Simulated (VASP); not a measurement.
# BeCd2 (F-43m) in VASP: a series of runs

BeCd2 is run at these levels: PBE; tasks: single point, relaxation of cell and atoms.

Everything below comes from runs of VASP 6.6.1. Logs are shortened: lines on timing, memory, paths and dates and some standing lists are left out, and cuts for length are marked.

## Step 1: The cell of the first run

The structure is cubic, space group F-43m (No. 216). Conventional cell: a = 6.319 Å, b = 6.319 Å, c = 6.319 Å, α = 90.00°, β = 90.00°, γ = 90.00°. Be (site symmetry -43m) has 10 Cd at 2.74 to 3.16 Å within 3.6 Å. Cd (site symmetry -43m) has 4 Be at 2.74 Å and 4 Cd at 2.74 Å within 3.6 Å. Within 3.6 Å of Cd (site symmetry -43m) lie 4 Cd at 2.74 Å and 6 Be at 3.16 Å.

The cell was built from a structure type or drawn by symmetry, and may not be a known phase.

## Step 2: Single point, PBE

INCAR

```
SYSTEM = BeCd2
ALGO = Normal ; EDIFF = 1E-6
ENCUT = 520 ; GGA = PE
ISIF = 2 ; ISMEAR = 0
LASPH = .True. ; LCHARG = .False.
LREAL = .False. ; LWAVE = .False.
NBANDS = 20 ; NELM = 100
PREC = Accurate ; SIGMA = 0.1
```

KPOINTS

```
k-points
0
Gamma
  12 12 12
  0 0 0
```

POSCAR

```
BeCd2
1.0
    0.0000000000      3.1593067292      3.1593067292
    3.1593067292      0.0000000000      3.1593067292
    3.1593067292      3.1593067292      0.0000000000
Be Cd
1 2
Direct
    0.7500000000      0.7500000000      0.7500000000
    0.5000000000      0.5000000000      0.5000000000
    0.2500000000      0.2500000000      0.2500000000
```

Potentials or basis: VASP PAW PBE potentials, release 64 (Be, Cd).

Started as:

```console
$ cat potpaw_PBE.64/Be/POTCAR potpaw_PBE.64/Cd/POTCAR > POTCAR
$ mpirun -np 1 vasp_std > vasp.out
```

OUTCAR:

```text
SYSTEM = BeCd2
   EDIFF = 1E-6
   ENCUT = 520
   GGA = PE
   ISIF = 2
   ISMEAR = 0
   LASPH = .True.
   LREAL = .False.
   NELM = 100
   PREC = Accurate

 ion  position               nearest neighbor table
   1  0.750  0.750  0.750-   2 2.74   2 2.74   2 2.74   2 2.74
   2  0.500  0.500  0.500-   3 2.74   3 2.74   3 2.74   1 2.74   1 2.74   1 2.74   3 2.74   1 2.74

   3  0.250  0.250  0.250-   2 2.74   2 2.74   2 2.74   2 2.74

  LATTYP: Found a face centered cubic cell.
 ALAT       =     6.3186134584

  Lattice vectors:

 A1 = (   0.0000000000,   3.1593067292,   3.1593067292)
 A2 = (   3.1593067292,   0.0000000000,   3.1593067292)
 A3 = (   3.1593067292,   3.1593067292,   0.0000000000)

Analysis of symmetry for initial positions (statically):
=====================================================================
 Subroutine PRICEL returns:
 Original cell was already a primitive cell.

 Routine SETGRP: Setting up the symmetry group for a
 face centered cubic supercell.

 Subroutine GETGRP returns: Found 24 space group operations
 (whereof 24 operations were pure point group operations)
 out of a pool of 48 trial point group operations.

The static configuration has the point symmetry T_d .

Analysis of symmetry for dynamics (positions and initial velocities):
=====================================================================
 Subroutine PRICEL returns:
 Original cell was already a primitive cell.

 Routine SETGRP: Setting up the symmetry group for a
 face centered cubic supercell.

 Subroutine GETGRP returns: Found 24 space group operations
 (whereof 24 operations were pure point group operations)
 out of a pool of 48 trial point group operations.

The dynamic configuration has the point symmetry T_d .

 Subroutine INISYM returns: Found 24 space group operations
 (whereof 24 operations are pure point group operations),
 and found     1 'primitive' translations

----------------------------------------------------------------------------------------

                                     Primitive cell

  volume of cell :      63.0675

  direct lattice vectors                    reciprocal lattice vectors
     0.000000000  3.159306729  3.159306729    -0.158262569  0.158262569  0.158262569
     3.159306729  0.000000000  3.159306729     0.158262569 -0.158262569  0.158262569
     3.159306729  3.159306729  0.000000000     0.158262569  0.158262569 -0.158262569

  length of vectors
     4.467934424  4.467934424  4.467934424     0.274118811  0.274118811  0.274118811

  position of ions in fractional coordinates (direct lattice)
     0.750000000  0.750000000  0.750000000
     0.500000000  0.500000000  0.500000000
     0.250000000  0.250000000  0.250000000

  ion indices of the primitive-cell ions
   primitive index   ion index
                 1           1
                 2           2
                 3           3

----------------------------------------------------------------------------------------

 KPOINTS: k-points

Automatic generation of k-mesh.
 Grid dimensions read from file:
 generate k-points for:   12   12   12

 Generating k-lattice:

  Cartesian coordinates                     Fractional coordinates (reciprocal lattice)
    -0.013188547  0.013188547  0.013188547     0.083333333  0.000000000  0.000000000
     0.013188547 -0.013188547  0.013188547     0.000000000  0.083333333  0.000000000
     0.013188547  0.013188547 -0.013188547     0.000000000  0.000000000  0.083333333

  Length of vectors
     0.022843234  0.022843234  0.022843234

  Shift w.r.t. Gamma in fractional coordinates (k-lattice)
     0.000000000  0.000000000  0.000000000

 Subroutine IBZKPT returns following result:
 ===========================================

 Found     72 irreducible k-points:

 Following reciprocal coordinates:
            Coordinates               Weight
  0.000000  0.000000  0.000000      1.000000
  0.083333  0.000000  0.000000      8.000000
  0.166667  0.000000  0.000000      8.000000
  0.250000  0.000000  0.000000      8.000000
  0.333333  0.000000  0.000000      8.000000
  0.416667  0.000000  0.000000      8.000000
[... 16 lines left out ...]
  0.500000  0.166667  0.000000     24.000000
 -0.416667  0.166667  0.000000     24.000000
 [... further k-points ...]
   k-points           NKPTS =     72   k-points in BZ     NKDIM =     72   number of bands    NBANDS=     20
   number of dos      NEDOS =    301   number of ions     NIONS =      3
   total plane-waves  NPLWV =  46656
   dimension x,y,z NGX =    36 NGY =   36 NGZ =   36
   dimension x,y,z NGXF=    72 NGYF=   72 NGZF=   72
   ions per type =               1   2
   NGX,Y,Z   is equivalent  to a cutoff of  13.40, 13.40, 13.40 a.u.
   NGXF,Y,Z  is equivalent  to a cutoff of  26.79, 26.79, 26.79 a.u.
 SYSTEM =  BeCd2
   PREC   = accura    normal or accurate (medium, high low for compatibility)
   ISTART =      0    job   : 0-new  1-cont  2-samecut
   ICHARG =      2    charge: 1-file 2-atom 10-const
   ISPIN  =      1    spin polarized calculation?
   LNONCOLLINEAR =      F non collinear calculations
   LSORBIT =      F    spin-orbit coupling
   LASPH  =      T    aspherical Exc in radial PAW
   ENCUT  =  520.0 eV  38.22 Ry    6.18 a.u.   8.31  8.31  8.31*2*pi/ulx,y,z
   NELM   =    100;   NELMIN=  2; NELMDL= -5     # of ELM steps
   EDIFF  = 0.1E-05   stopping-criterion for ELM
   LREAL  =      F    real-space projection
   EDIFFG = 0.1E-04   stopping-criterion for IOM
   NSW    =      0    number of steps for IOM
   IBRION =     -1    ionic relax: 0-MD 1-quasi-New 2-CG
   NFREE  =      0    steps in history (QN), initial steepest desc. (CG)
   ISIF   =      2    stress and relaxation
   ISYM   =      2    0-nonsym 1-usesym 2-fastsym
   POTIM  = 0.5000    time-step for ionic-motion
   TEBEG  =    0.0;   TEEND  =   0.0 temperature during run
   PSTRESS=    0.0 pullay stress
   NELECT =      26.0000    total number of electrons
   NUPDOWN=      -1.0000    fix difference up-down
   EMIN   =  10.00;   EMAX   =-10.00  energy-range for DOS
   EFERMI =   0.00;   METHOD = LEGACY
   ISMEAR =     0;   SIGMA  =   0.10  broadening in eV -4-tet -1-fermi 0-gaus
   EFERMI_NEDOS =   21; number of points for ismear=-14 and -15
   IALGO  =     38    algorithm
   IMIX   =      4    mixing-type and parameters
     AMIX     =   0.40;   BMIX     =  1.00
     AMIX_MAG =   1.60;   BMIX_MAG =  1.00
  volume/ion in A,a.u.               =      21.02       141.87
  Fermi-wavevector in a.u.,A,eV,Ry     =   1.218421  2.302482 20.198536  1.484551
  Thomas-Fermi vector in A             =   2.353708
   LORBIT       =      0    0 simple, 1 ext, 2 COOP (PROOUT), +10 PAW based schemes
   GGA     = PE    functional components
   LHFCALC =     F    Hartree Fock is set to
   AEXX    =    0.0000 exact exchange contribution
   IVDW    =     0    specifies the selected vdW correction
   LEPSILON=     F    determine dielectric tensor
   LRPA    =     F    only Hartree local field effects (RPA)
 non-spin polarized calculation
 Gauss-broadening in eV      SIGMA  =   0.10
  energy-cutoff  :      520.00
  volume of cell :       63.07
 maximum number of plane-waves:      1724
 NGX is ok and might be reduce to    36
   NGX = 17   NGY = 17   NGZ = 17

 number of electron      26.0000010 magnetization

 Free energy of the ion-electron system (eV)
  ---------------------------------------------------
  ext. energy  EPLUGINS =         0.00000000
  ---------------------------------------------------
  free energy    TOTEN  =        -3.53964922 eV

  energy without entropy =       -3.53141566  energy(sigma->0) =       -3.53553244

 E-fermi :   2.0050     XC(G=0):  -9.9076

 val. band max:        1.9518793065   @ k =   0.3333   0.2500   0.0000
 cond. band min:       2.0197835048   @ k =   0.5000   0.2500   0.0000
 fundamental gap:      0.0679041983
 Fermi energy:         2.0049618116

 k-point     1 :       0.0000    0.0000    0.0000
  band No.  band energies     occupation
      1      -7.3509      2.00000
      2      -7.3509      2.00000
      3      -7.3509      2.00000
      4      -7.2770      2.00000
      5      -7.2770      2.00000
      6      -6.4211      2.00000
[... 12 lines left out ...]
     19       8.5362      0.00000
     20       9.2719      0.00000

 k-point     2 :       0.0833    0.0000    0.0000
  band No.  band energies     occupation
      1      -7.3831      2.00000
      2      -7.3831      2.00000
      3      -7.3481      2.00000
      4      -7.2349      2.00000
      5      -7.2349      2.00000
      6      -6.4457      2.00000
[... 12 lines left out ...]
     19       8.8326      0.00000
     20       9.1790      0.00000

 k-point     3 :       0.1667    0.0000    0.0000
  band No.  band energies     occupation
      1      -7.4193      2.00000
      2      -7.4193      2.00000
      3      -7.3422      2.00000
      4      -7.1751      2.00000
      5      -7.1751      2.00000
      6      -6.4989      2.00000
[... 12 lines left out ...]
     19       8.8625      0.00000
     20       9.2280      0.00000

 k-point     4 :       0.2500    0.0000    0.0000
  band No.  band energies     occupation
      1      -7.4359      2.00000
      2      -7.4359      2.00000
      3      -7.3367      2.00000
      4      -7.1352      2.00000
      5      -7.1352      2.00000
      6      -6.5606      2.00000
[... 12 lines left out ...]
     19       9.1511      0.00000
     20       9.7392      0.00000

 k-point     5 :       0.3333    0.0000    0.0000
  band No.  band energies     occupation
      1      -7.4334      2.00000
      2      -7.4334      2.00000
      3      -7.3329      2.00000
      4      -7.1265      2.00000
      5      -7.1265      2.00000
      6      -6.6183      2.00000
[... 12 lines left out ...]
     19       9.8286      0.00000
     20      10.5997      0.00000
[... 353 lines left out ...]
      6      -6.7496      2.00000
[... 12 lines left out ...]
     19       8.8132      0.00000
     20      11.1573      0.00000

 k-point    22 :       0.4167    0.1667    0.0000
  band No.  band energies     occupation
      1      -7.5253      2.00000
      2      -7.4023      2.00000
      3      -7.3316      2.00000
      4      -7.0834      2.00000
      5      -6.9887      2.00000
      6      -6.7517      2.00000
[... 12 lines left out ...]
     19       8.9929      0.00000
     20      11.7853      0.00000

 k-point    23 :       0.5000    0.1667    0.0000
  band No.  band energies     occupation
      1      -7.5280      2.00000
      2      -7.4234      2.00000
      3      -7.2961      2.00000
      4      -7.0534      2.00000
      5      -7.0213      2.00000
      6      -6.7398      2.00000
[... 12 lines left out ...]
     19       9.5322      0.00000
     20      12.0341      0.00000

 k-point    24 :      -0.4167    0.1667    0.0000
  band No.  band energies     occupation
      1      -7.5198      2.00000
      2      -7.4523      2.00000
      3      -7.2579      2.00000
      4      -7.0761      2.00000
      5      -7.0180      2.00000
      6      -6.7182      2.00000
[... 12 lines left out ...]
     19      10.4159      0.00000
     20      11.4306      0.00000

 [... further k-points ...]

------------------------ aborting loop because EDIFF is reached ----------------------------------------

  FORCE on cell =-STRESS in cart. coord.  units (eV):
  Direction    XX          YY          ZZ          XY          YZ          ZX
  --------------------------------------------------------------------------------------
  -------------------------------------------------------------------------------------
  Total        0.1342017      0.1342017      0.1342017     -0.0000000      0.0000000      0.0000000
  in kB        3.4092848      3.4092848      3.4092848     -0.0000000      0.0000000      0.0000000
  external PRESSURE =       3.4092848 kB  Pullay stress =       0.0000000 kB

 VOLUME and BASIS-vectors are now :
 -----------------------------------------------------------------------------
  energy-cutoff  :      520.00
  volume of cell :       63.07
      direct lattice vectors                 reciprocal lattice vectors
     0.000000000  3.159306729  3.159306729    -0.158262569  0.158262569  0.158262569
     3.159306729  0.000000000  3.159306729     0.158262569 -0.158262569  0.158262569
     3.159306729  3.159306729  0.000000000     0.158262569  0.158262569 -0.158262569

 POSITION                                       TOTAL-FORCE (eV/Angst)
 -----------------------------------------------------------------------------------
      4.73896      4.73896      4.73896         0.000000     -0.000000     -0.000000
      3.15931      3.15931      3.15931        -0.000000     -0.000000     -0.000000
      1.57965      1.57965      1.57965         0.000000      0.000000      0.000000
 -----------------------------------------------------------------------------------
    total drift:                               -0.000000     -0.000000     -0.000000

  FREE ENERGIE OF THE ION-ELECTRON SYSTEM (eV)
  ---------------------------------------------------
  free  energy   TOTEN  =        -3.5396492241 eV

  energy  without entropy=       -3.5314156587  energy(sigma->0) =       -3.53553244
```

It took 28 s on 1 thread of Intel Xeon 6975P-C (Granite Rapids), shared host; peak memory 0.25 GiB.

What came out:

* Free energy: -3.5396 eV
* Pressure: 0.3 GPa
* Band gap on the k mesh: zero (bands 13 and 14 overlap by 4.29 eV)

## Step 3: Relaxation of cell and atoms, PBE

This run uses another cell than the first one, of 21.07 Å³/atom.

INCAR

```
PREC = Accurate
ENCUT = 600
EDIFF = 1E-6
ISMEAR = 0
SIGMA = 0.1
LREAL = F
LASPH = T
NELM = 100
ALGO = Fast
ISIF = 3
LWAVE = F
LCHARG = F
GGA = PE
IBRION = 2
NSW = 100
EDIFFG = -0.01
```

KPOINTS

```
regular mesh
0
Gamma
  12 12 12
```

POSCAR

```
BeCd2
1.0
    0.0000000000      3.1616969676      3.1616969676
    3.1616969676      0.0000000000      3.1616969676
    3.1616969676      3.1616969676      0.0000000000
Be Cd
1 2
Direct
    0.7500000000      0.7500000000      0.7500000000
    0.5000000000      0.5000000000      0.5000000000
    0.2500000000      0.2500000000      0.2500000000
```

Potentials or basis: VASP PAW PBE potentials, release 64 (Be, Cd).

Started as:

```console
$ cat potpaw_PBE.64/Be/POTCAR potpaw_PBE.64/Cd/POTCAR > POTCAR
$ mpirun -np 1 vasp_std > vasp.out
```

Wall time 44 s (1 thread of Intel Xeon 6975P-C (Granite Rapids), shared host); peak memory 0.27 GiB.

It converged, with:

* Free energy: -3.5394 eV
* Relaxed volume: 21.13 Å³/atom
* Relaxed cell: a = 4.476 Å, b = 4.476 Å, c = 4.476 Å, α = 60.00°, β = 60.00°, γ = 60.00°
* Space group after relaxing (to 0.1 Å): F-43m (No. 216)
* Energy gained by relaxing: 0.0 meV/atom
* Ionic steps: 2
* Pressure after relaxing: 0.0 GPa
* Band gap on the k mesh: zero (bands 13 and 14 overlap by 4.27 eV)

Final structure:
```
Be Cd
1.0
     0.00000    3.16466    3.16466
     3.16466    0.00000    3.16466
     3.16466    3.16466    0.00000
Be Cd
1 2
Direct
  0.75000 0.75000 0.75000
  0.50000 0.50000 0.50000
  0.25000 0.25000 0.25000
```

Levels at points of the mesh, in eV from the Fermi level:
```csv
k point,band 10,band 11,band 12,band 13,band 14,band 15,band 16,band 17
"(0.00, 0.00, 0.00)",-8.12,-8.04,2.57,2.57,2.57,3.52,4.60,4.60
"(0.50, 0.00, 0.00)",-8.12,-5.20,-4.48,1.62,1.62,3.34,3.76,3.76
"(0.50, 0.50, 0.00)",-8.06,-4.00,-4.00,-0.88,-0.88,0.73,3.23,8.47
```

## Step 4: Single point, PBE

This run uses another cell than the first one, of 21.07 Å³/atom.

INCAR

```
  PREC = Accurate
  ENCUT = 520
  EDIFF = 1E-6
  ISMEAR = 0
  SIGMA = 0.1
  LREAL = F
  LASPH = T
  NELM = 100
  ALGO = Normal
  ISIF = 2
  LWAVE = F
  LCHARG = F
  GGA = PE
  NBANDS = 20
```

KPOINTS

```
Automatic mesh
0
Gamma
  6 6 6
```

POSCAR

```
BeCd2
1.0
    0.0000000000      3.1616969676      3.1616969676
    3.1616969676      0.0000000000      3.1616969676
    3.1616969676      3.1616969676      0.0000000000
Be Cd
1 2
Direct
    0.2500000000      0.2500000000      0.2500000000
    0.5000000000      0.5000000000      0.5000000000
    0.7500000000      0.7500000000      0.7500000000
```

Started as:

```console
$ cat potpaw_PBE.64/Be/POTCAR potpaw_PBE.64/Cd/POTCAR > POTCAR
$ mpirun -np 1 vasp_std > vasp.out
```

Wall time 8.5 s (1 thread of Intel Xeon 6975P-C (Granite Rapids), shared host); peak memory 0.2 GiB.

The run converged. Its results:

```yaml
Free_energy: -3.5188 eV
Pressure: 0.2 GPa
Band_gap_on_the_k_mesh: zero (bands 13 and 14 overlap by 4.08 eV)
```

Levels at points of the mesh, in eV from the Fermi level:
| k point | band 11 | band 12 | band 13 | band 14 | band 15 | band 16 |
| --- | --- | --- | --- | --- | --- | --- |
| (0.00, 0.00, 0.00) | -7.93 | 2.70 | 2.70 | 2.70 | 3.67 | 4.74 |
| (0.50, 0.00, 0.00) | -5.08 | -4.36 | 1.75 | 1.75 | 3.48 | 3.89 |
| (0.50, 0.50, 0.00) | -3.88 | -3.87 | -0.76 | -0.76 | 0.87 | 3.36 |

## Step 5: Relaxation of cell and atoms, PBE

This run uses another cell than the first one, of 19.91 Å³/atom.

INCAR

```
PREC     = Accurate       # precision mode
ENCUT    = 600            # plane-wave cutoff, eV
EDIFF    = 1E-6           # SCF threshold, eV
ISMEAR   = 0              # smearing method
SIGMA    = 0.1            # smearing width, eV
LREAL    = False          # projectors in reciprocal space
LASPH    = True           # aspherical terms in the spheres
NELM     = 100            # most SCF steps
ALGO     = Fast           # electronic algorithm
ISIF     = 3              # what is computed and relaxed
LWAVE    = False          # write WAVECAR
LCHARG   = False          # write CHGCAR
GGA      = PE             # functional
IBRION   = 2              # ionic algorithm
NSW      = 90             # ionic steps
EDIFFG   = -0.04          # ionic threshold
```

KPOINTS

```
regular mesh
0
Gamma
  6 6 6
```

POSCAR

```
BeCd2
1.0
    0.0000000000      3.1023143800      3.1023143800
    3.1023143800      0.0000000000      3.1023143800
    3.1023143800      3.1023143800      0.0000000000
Be Cd
1 2
Direct
    0.2500000000      0.2500000000      0.2500000000
    0.5000000000      0.5000000000      0.5000000000
    0.7500000000      0.7500000000      0.7500000000
```

Started as:

```console
$ cat potpaw_PBE.64/Be/POTCAR potpaw_PBE.64/Cd/POTCAR > POTCAR
$ mpirun -np 1 vasp_std > vasp.out
```

Wall time 16 s (1 thread of Intel Xeon 6975P-C (Granite Rapids), shared host); peak memory 0.21 GiB.

Results (log left out):

```yaml
Free_energy: -3.5164 eV
Relaxed_volume: 21.23 Å³/atom
Relaxed_cell: a = 4.483 Å, b = 4.483 Å, c = 4.483 Å, α = 60.00°, β = 60.00°, γ = 60.00°
Space_group_after_relaxing_to_0.1_Å: F-43m (No. 216)
Energy_gained_by_relaxing: 12.9 meV/atom
Ionic_steps: 2
Pressure_after_relaxing: -0.3 GPa
Band_gap_on_the_k_mesh: zero (bands 13 and 14 overlap by 4.05 eV)
```

Step by step:
| step | energy change (eV) | largest force (eV/Å) | pressure (GPa) | volume (Å³) |
| --- | --- | --- | --- | --- |
| 1 | 0.0000 | 0.0000 | 3.63 | 59.72 |
| 2 | -0.0386 | 0.0000 | -0.27 | 63.70 |

Final structure:
```
Be Cd
1.0
     0.00000    3.16977    3.16977
     3.16977    0.00000    3.16977
     3.16977    3.16977    0.00000
Be Cd
1 2
Direct
  0.25000 0.25000 0.25000
  0.50000 0.50000 0.50000
  0.75000 0.75000 0.75000
```

Levels at points of the mesh, in eV from the Fermi level:
| k point | band 10 | band 11 | band 12 | band 13 | band 14 | band 15 | band 16 | band 17 |
| --- | --- | --- | --- | --- | --- | --- | --- | --- |
| (0.00, 0.00, 0.00) | -7.99 | -7.88 | 2.69 | 2.69 | 2.69 | 3.62 | 4.71 | 4.71 |
| (0.50, 0.00, 0.00) | -7.99 | -5.06 | -4.33 | 1.75 | 1.75 | 3.44 | 3.87 | 3.87 |
| (0.50, 0.50, 0.00) | -7.93 | -3.86 | -3.86 | -0.74 | -0.74 | 0.84 | 3.35 | 8.56 |

## Step 6: Summary

```csv
task,cell,k mesh,cutoff (eV),gap on the mesh (eV),pressure (GPa),relaxed volume (Å³/atom)
single point,"a = 4.468 Å, angles 60.0°, 3 atoms",12 × 12 × 12,520,none,0.3,-
relaxation of cell and atoms,"relaxed from a = 4.471 Å, angles 60.0°, 3 atoms",12 × 12 × 12,600,none,0.0,21.13
single point,"a = 4.471 Å, angles 60.0°, 3 atoms",6 × 6 × 6,520,none,0.2,-
relaxation of cell and atoms,"relaxed from a = 4.387 Å, angles 60.0°, 3 atoms",6 × 6 × 6,600,none,-0.3,21.23
```

Alike in all rows: level PBE; potentials or basis VASP PAW PBE potentials, release 64 (Be, Cd); no spin polarisation; smearing gaussian 0.1 eV.

Absolute energies hang on the potentials; compare differences alone.
